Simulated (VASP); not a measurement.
# InP (Fm-3m) in VASP: a series of runs, part 3 of 3

VASP 6.6.1. The steps go on from the part before.

**4. Single point, PBEsol (volume scaled by 0.98)**

Contents of INCAR:

```
  ALGO = Normal
  EDIFF = 1E-6
  ENCUT = 520
  GGA = PS
  ISIF = 2
  ISMEAR = -1
  LASPH = T
  LCHARG = T
  LELF = T
  LREAL = F
  LVHAR = T
  LWAVE = F
  NBANDS = 16
  NELM = 80
  PREC = Accurate
  SIGMA = 0.05
```

Contents of KPOINTS:

```
k-points
0
Gamma
  8 8 8
```

Contents of POSCAR:

```
InP
1.0
    0.0000000000      2.7502506615      2.7502506615
    2.7502506615      0.0000000000      2.7502506615
    2.7502506615      2.7502506615      0.0000000000
In P
1 1
Direct
    0.0000000000      0.0000000000      0.0000000000
    0.5000000000      0.5000000000      0.5000000000
```

Potentials or basis: VASP PAW PBE potentials, release 64 (In_d, P).

Started as:

```sh
$ cat potpaw_PBE.64/In_d/POTCAR potpaw_PBE.64/P/POTCAR > POTCAR
$ mpirun -np 1 vasp_std > vasp.out
```

OUTCAR:

```text
EDIFF = 1E-6
   ENCUT = 520
   GGA = PS
   ISIF = 2
   ISMEAR = -1
   LASPH = T
   LREAL = F
   NELM = 80
   PREC = Accurate

 ion  position               nearest neighbor table
   1  0.000  0.000  0.000-   2 2.75   2 2.75   2 2.75   2 2.75   2 2.75   2 2.75
   2  0.500  0.500  0.500-   1 2.75   1 2.75   1 2.75   1 2.75   1 2.75   1 2.75

  LATTYP: Found a face centered cubic cell.
 ALAT       =     5.5005013230

  Lattice vectors:

 A1 = (   0.0000000000,   2.7502506615,   2.7502506615)
 A2 = (   2.7502506615,   0.0000000000,   2.7502506615)
 A3 = (   2.7502506615,   2.7502506615,   0.0000000000)

Analysis of symmetry for initial positions (statically):
=====================================================================
 Subroutine PRICEL returns:
 Original cell was already a primitive cell.

 Routine SETGRP: Setting up the symmetry group for a
 face centered cubic supercell.

 Subroutine GETGRP returns: Found 48 space group operations
 (whereof 48 operations were pure point group operations)
 out of a pool of 48 trial point group operations.

The static configuration has the point symmetry O_h .

Analysis of symmetry for dynamics (positions and initial velocities):
=====================================================================
 Subroutine PRICEL returns:
 Original cell was already a primitive cell.

 Routine SETGRP: Setting up the symmetry group for a
 face centered cubic supercell.

 Subroutine GETGRP returns: Found 48 space group operations
 (whereof 48 operations were pure point group operations)
 out of a pool of 48 trial point group operations.

The dynamic configuration has the point symmetry O_h .

 Subroutine INISYM returns: Found 48 space group operations
 (whereof 48 operations are pure point group operations),
 and found     1 'primitive' translations

----------------------------------------------------------------------------------------

                                     Primitive cell

  volume of cell :      41.6051

  direct lattice vectors                    reciprocal lattice vectors
     0.000000000  2.750250661  2.750250661    -0.181801611  0.181801611  0.181801611
     2.750250661  0.000000000  2.750250661     0.181801611 -0.181801611  0.181801611
     2.750250661  2.750250661  0.000000000     0.181801611  0.181801611 -0.181801611

  length of vectors
     3.889441785  3.889441785  3.889441785     0.314889627  0.314889627  0.314889627

  position of ions in fractional coordinates (direct lattice)
     0.000000000  0.000000000  0.000000000
     0.500000000  0.500000000  0.500000000

  ion indices of the primitive-cell ions
   primitive index   ion index
                 1           1
                 2           2

----------------------------------------------------------------------------------------

 KPOINTS: k-points

Automatic generation of k-mesh.
 Grid dimensions read from file:
 generate k-points for:    8    8    8

 Generating k-lattice:

  Cartesian coordinates                     Fractional coordinates (reciprocal lattice)
    -0.022725201  0.022725201  0.022725201     0.125000000  0.000000000  0.000000000
     0.022725201 -0.022725201  0.022725201     0.000000000  0.125000000  0.000000000
     0.022725201  0.022725201 -0.022725201     0.000000000  0.000000000  0.125000000

  Length of vectors
     0.039361203  0.039361203  0.039361203

  Shift w.r.t. Gamma in fractional coordinates (k-lattice)
     0.000000000  0.000000000  0.000000000

 Subroutine IBZKPT returns following result:
 ===========================================

 Found     29 irreducible k-points:

 Following reciprocal coordinates:
            Coordinates               Weight
  0.000000  0.000000  0.000000      1.000000
  0.125000  0.000000  0.000000      8.000000
  0.250000  0.000000  0.000000      8.000000
  0.375000  0.000000  0.000000      8.000000
  0.500000  0.000000  0.000000      4.000000
  0.125000  0.125000  0.000000      6.000000
[... 16 lines left out ...]
  0.500000  0.250000  0.125000     48.000000
 -0.375000  0.250000  0.125000     24.000000
 [... further k-points ...]
   k-points           NKPTS =     29   k-points in BZ     NKDIM =     29   number of bands    NBANDS=     16
   number of dos      NEDOS =    301   number of ions     NIONS =      2
   total plane-waves  NPLWV =  27000
   dimension x,y,z NGX =    30 NGY =   30 NGZ =   30
   dimension x,y,z NGXF=    60 NGYF=   60 NGZF=   60
   ions per type =               1   1
   NGX,Y,Z   is equivalent  to a cutoff of  12.82, 12.82, 12.82 a.u.
   NGXF,Y,Z  is equivalent  to a cutoff of  25.65, 25.65, 25.65 a.u.
 SYSTEM =  unknown system
   PREC   = accura    normal or accurate (medium, high low for compatibility)
   ISTART =      0    job   : 0-new  1-cont  2-samecut
   ICHARG =      2    charge: 1-file 2-atom 10-const
   ISPIN  =      1    spin polarized calculation?
   LNONCOLLINEAR =      F non collinear calculations
   LSORBIT =      F    spin-orbit coupling
   LASPH  =      T    aspherical Exc in radial PAW
   ENCUT  =  520.0 eV  38.22 Ry    6.18 a.u.   7.23  7.23  7.23*2*pi/ulx,y,z
   NELM   =     80;   NELMIN=  2; NELMDL= -5     # of ELM steps
   EDIFF  = 0.1E-05   stopping-criterion for ELM
   LREAL  =      F    real-space projection
   EDIFFG = 0.1E-04   stopping-criterion for IOM
   NSW    =      0    number of steps for IOM
   IBRION =     -1    ionic relax: 0-MD 1-quasi-New 2-CG
   NFREE  =      0    steps in history (QN), initial steepest desc. (CG)
   ISIF   =      2    stress and relaxation
   ISYM   =      2    0-nonsym 1-usesym 2-fastsym
   POTIM  = 0.5000    time-step for ionic-motion
   TEBEG  =    0.0;   TEEND  =   0.0 temperature during run
   PSTRESS=    0.0 pullay stress
   NELECT =      18.0000    total number of electrons
   NUPDOWN=      -1.0000    fix difference up-down
   EMIN   =  10.00;   EMAX   =-10.00  energy-range for DOS
   EFERMI =   0.00;   METHOD = LEGACY
   ISMEAR =    -1;   SIGMA  =   0.05  broadening in eV -4-tet -1-fermi 0-gaus
   EFERMI_NEDOS =   21; number of points for ismear=-14 and -15
   IALGO  =     38    algorithm
   IMIX   =      4    mixing-type and parameters
     AMIX     =   0.40;   BMIX     =  1.00
     AMIX_MAG =   1.60;   BMIX_MAG =  1.00
  volume/ion in A,a.u.               =      20.80       140.38
  Fermi-wavevector in a.u.,A,eV,Ry     =   1.238179  2.339819 20.858914  1.533087
  Thomas-Fermi vector in A             =   2.372715
   LORBIT       =      0    0 simple, 1 ext, 2 COOP (PROOUT), +10 PAW based schemes
   GGA     = PS    functional components
   LHFCALC =     F    Hartree Fock is set to
   AEXX    =    0.0000 exact exchange contribution
   IVDW    =     0    specifies the selected vdW correction
   LEPSILON=     F    determine dielectric tensor
   LRPA    =     F    only Hartree local field effects (RPA)
 non-spin polarized calculation
  energy-cutoff  :      520.00
  volume of cell :       41.61
 maximum number of plane-waves:      1139
 NGX is ok and might be reduce to    30
   NGX = 15   NGY = 15   NGZ = 15

 number of electron      18.0000006 magnetization

 Free energy of the ion-electron system (eV)
  ---------------------------------------------------
  ext. energy  EPLUGINS =         0.00000000
  ---------------------------------------------------
  free energy    TOTEN  =        -8.78548281 eV

  energy without entropy =       -8.77299282  energy(sigma->0) =       -8.77923781

 E-fermi :   7.2767     XC(G=0): -10.6447

 val. band max:        7.2546734071   @ k =  -0.3750   0.5000   0.1250
 cond. band min:       7.3022184247   @ k =  -0.3750   0.3750   0.0000
 fundamental gap:      0.0475450176
 Fermi energy:         7.2766742884

 k-point     1 :       0.0000    0.0000    0.0000
  band No.  band energies     occupation
      1      -7.0039      2.00000
      2      -7.0039      2.00000
      3      -6.9815      2.00000
      4      -6.9815      2.00000
      5      -6.9815      2.00000
      6      -4.9964      2.00000
[... 8 lines left out ...]
     15      15.6947      0.00000
     16      15.6947      0.00000

 k-point     2 :       0.1250    0.0000    0.0000
  band No.  band energies     occupation
      1      -7.0122      2.00000
      2      -7.0122      2.00000
      3      -6.9823      2.00000
      4      -6.9701      2.00000
      5      -6.9701      2.00000
      6      -4.7962      2.00000
[... 8 lines left out ...]
     15      14.9818      0.00000
     16      15.5293      0.00000
[... 387 lines left out ...]
      5      -6.8952      2.00000
      6      -2.8094      2.00000
[... 8 lines left out ...]
     15      18.5168      0.00000
     16      19.5753      0.00000

 k-point    24 :      -0.3750    0.2500    0.1250
  band No.  band energies     occupation
      1      -7.1618      2.00000
      2      -7.0385      2.00000
      3      -6.9681      2.00000
      4      -6.9297      2.00000
      5      -6.8839      2.00000
      6      -2.2813      2.00000
[... 8 lines left out ...]
     15      17.2771      0.00000
     16      20.0308      0.00000

 [... further k-points ...]
[... 5 lines left out ...]
  --------------------------------------------------------------------------------------
  -------------------------------------------------------------------------------------
  Total       -0.4865576     -0.4865576     -0.4865576      0.0000000      0.0000000      0.0000000
  in kB      -18.7369112    -18.7369112    -18.7369112      0.0000000      0.0000000      0.0000000
  external PRESSURE =     -18.7369112 kB  Pullay stress =       0.0000000 kB

 VOLUME and BASIS-vectors are now :
 -----------------------------------------------------------------------------
  energy-cutoff  :      520.00
  volume of cell :       41.61
      direct lattice vectors                 reciprocal lattice vectors
     0.000000000  2.750250661  2.750250661    -0.181801611  0.181801611  0.181801611
     2.750250661  0.000000000  2.750250661     0.181801611 -0.181801611  0.181801611
     2.750250661  2.750250661  0.000000000     0.181801611  0.181801611 -0.181801611

 POSITION                                       TOTAL-FORCE (eV/Angst)
 -----------------------------------------------------------------------------------
      0.00000      0.00000      0.00000         0.000000      0.000000      0.000000
      2.75025      2.75025      2.75025        -0.000000     -0.000000     -0.000000
 -----------------------------------------------------------------------------------
    total drift:                               -0.000000      0.000000      0.000000

  FREE ENERGIE OF THE ION-ELECTRON SYSTEM (eV)
  ---------------------------------------------------
  free  energy   TOTEN  =        -8.7854828089 eV

  energy  without entropy=       -8.7729928172  energy(sigma->0) =       -8.77923781
```

OSZICAR:

```text
N       E                     dE             d eps       ncg     rms          rms(c)
DAV:   1     0.106904032896E+03    0.10690E+03   -0.84949E+03   952   0.133E+03
DAV:   2    -0.277419854042E+01   -0.10968E+03   -0.10559E+03  1072   0.308E+02
DAV:   3    -0.894802250370E+01   -0.61738E+01   -0.60959E+01  1232   0.689E+01
DAV:   4    -0.908931677334E+01   -0.14129E+00   -0.14125E+00  1128   0.108E+01
DAV:   5    -0.909557389144E+01   -0.62571E-02   -0.62570E-02  1408   0.202E+00    0.473E+00
DAV:   6    -0.880332303264E+01    0.29225E+00   -0.49879E-01  1416   0.130E+01    0.266E+00
DAV:   7    -0.878820502178E+01    0.15118E-01   -0.76654E-02  1376   0.282E+00    0.107E+00
DAV:   8    -0.878591645304E+01    0.22886E-02   -0.10228E-02  1360   0.138E+00    0.167E-01
DAV:   9    -0.878549142454E+01    0.42503E-03   -0.18400E-03  1432   0.711E-01    0.758E-02
DAV:  10    -0.878548207634E+01    0.93482E-05   -0.10268E-04  1224   0.104E-01    0.463E-02
DAV:  11    -0.878548365718E+01   -0.15808E-05   -0.33222E-05  1408   0.612E-02    0.123E-02
DAV:  12    -0.878548280886E+01    0.84832E-06   -0.64127E-06  1376   0.207E-02
   1 F= -.87854828E+01 E0= -.87792378E+01  d E =-.124900E-01
```

Wall time 15 s (1 thread of Intel Xeon 6975P-C, shared host); peak memory 0.17 GiB.

What came out:

| Quantity | Value |
| --- | --- |
| Free energy | -8.7855 eV |
| Pressure | -1.9 GPa |
| Band gap on the k mesh | zero (band 9 reaches 7.50 eV, above the bottom of band 10 at 4.77 eV) |

Levels at points of the mesh, in eV from the Fermi level:
```
           k point  band 7  band 8  band 9  band 10  band 11  band 12
(0.00, 0.00, 0.00)   -0.37   -0.37   -0.37     0.54     6.97     6.97
(0.50, 0.00, 0.00)   -6.89    0.08    0.08     2.32     3.24     3.24
(0.50, 0.50, 0.00)   -5.21   -2.64   -2.51    -2.51     3.62     9.89
```

Caveat: the cell differs from its parent crystal (volume scaled by 0.98); the PAW data sets were made with another functional, which shifts forces and pressure a little; spin-orbit coupling is left out, which moves the levels of the heavy elements.

**5. Single point, PBEsol**

This run uses another cell than the first one, of 21.23 Å³/atom, 1.020 times its volume.

Contents of INCAR:

```
ALGO = Normal ; EDIFF = 1E-7
ENCUT = 520 ; GGA = PS
ISIF = 2 ; ISMEAR = -1
LASPH = True ; LCHARG = True
LELF = True ; LREAL = False
LVHAR = True ; LWAVE = False
NBANDS = 16 ; NELM = 60
PREC = Accurate ; SIGMA = 0.05
```

KPOINTS is that of step 4.

Contents of POSCAR:

```
InP
1.0
    0.0000000000      2.7688340000      2.7688340000
    2.7688340000      0.0000000000      2.7688340000
    2.7688340000      2.7688340000      0.0000000000
In P
1 1
Direct
    0.0000000000      0.0000000000      0.0000000000
    0.5000000000      0.5000000000      0.5000000000
```

Started as:

```sh
$ cat potpaw_PBE.64/In_d/POTCAR potpaw_PBE.64/P/POTCAR > POTCAR
$ mpirun -np 1 vasp_std > vasp.out
```

Run time: 20 s. Hardware: 1 thread of Intel Xeon 6975P-C, shared host; peak memory 0.17 GiB.

Results (log left out):

```yaml
Free_energy: -8.7719 eV
Pressure: -3.3 GPa
Band_gap_on_the_k_mesh: zero (band 9 reaches 7.24 eV, above the bottom of band 10 at 4.59 eV)
```

Levels at points of the mesh, in eV from the Fermi level:
```csv
k point,band 7,band 8,band 9,band 10,band 11,band 12
"(0.00, 0.00, 0.00)",-0.35,-0.35,-0.35,0.38,6.97,6.97
"(0.50, 0.00, 0.00)",-6.78,0.08,0.08,2.31,3.26,3.26
"(0.50, 0.50, 0.00)",-5.08,-2.66,-2.43,-2.43,3.66,9.72
```

Caveat: the PAW data sets were made with another functional, which shifts forces and pressure a little; spin-orbit coupling is left out, which moves the levels of the heavy elements.

**6. Summary**

```csv
level,potentials or basis,cell,gap on the mesh (eV),pressure (GPa)
LDA,"VASP PAW LDA potentials, release 64 (In_d, P)","a = 3.889 Å, angles 60.0°, 2 atoms",none,-3.7
PBEsol,"VASP PAW PBE potentials, release 64 (In_d, P)","a = 3.863 Å, angles 60.0°, 2 atoms",none,-0.3
PBEsol,"VASP PAW PBE potentials, release 64 (In_d, P)","a = 3.889 Å, angles 60.0°, 2 atoms",none,-1.9
PBEsol,"VASP PAW PBE potentials, release 64 (In_d, P)","a = 3.916 Å, angles 60.0°, 2 atoms",none,-3.3
```

Alike in all rows: task single point; no spin polarisation; k mesh 8 × 8 × 8; cutoff (eV) 520; smearing fermi-dirac 0.05 eV.

Caveats: spin-orbit coupling is left out, which moves the levels of the heavy elements; the PAW data sets were made with another functional, which shifts forces and pressure a little (some runs).

Total energies depend on the potentials used, so only differences within one code and one set of settings carry meaning.
